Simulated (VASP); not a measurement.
TaO, 2 atoms in the cell. The structure is hexagonal, space group P6/mmm (No. 191). The conventional cell has a = 3.066 Å, b = 3.066 Å, c = 3.855 Å, α = 90.00°, β = 90.00°, γ = 120.00°. Within 2.6 Å of Ta (site symmetry 6/mmm) lie 2 O at 1.93 Å. O (site symmetry 6/mmm) has 2 Ta at 1.93 Å within 2.6 Å. 

- Program: VASP 6.6.1
- Task: relaxation of cell and atoms
- Functional: PBE
- Potentials or basis: VASP PAW PBE potentials, release 64 (Ta_pv, O)
- Cutoff: 600 eV
- k mesh: 10 × 10 × 7
- Occupations: fermi-dirac, width 0.05 eV
- Spin: no spin polarisation
- Target pressure: 2 GPa
- Dipole correction: no
- Further INCAR settings: ALGO = Normal; EDIFF = 1e-07; IBRION = 2; EDIFFG = -0.01; NSW = 60; ISIF = 3

Potentials or basis: VASP PAW PBE potentials, release 64 (Ta_pv, O).

Run with:

```console
$ cat potpaw_PBE.64/Ta_pv/POTCAR potpaw_PBE.64/O/POTCAR > POTCAR
$ mpirun -np 1 vasp_std > vasp.out
```

Hardware: 1 thread of Intel Xeon 8259CL (shared host).

**Question.** Estimate the wall time of this run.

**Answer.** Wall time 69 s on 1 thread of Intel Xeon 8259CL (shared host), peak memory 0.18 GiB. Counts: scf iterations 45, k points 56, ion steps 5.
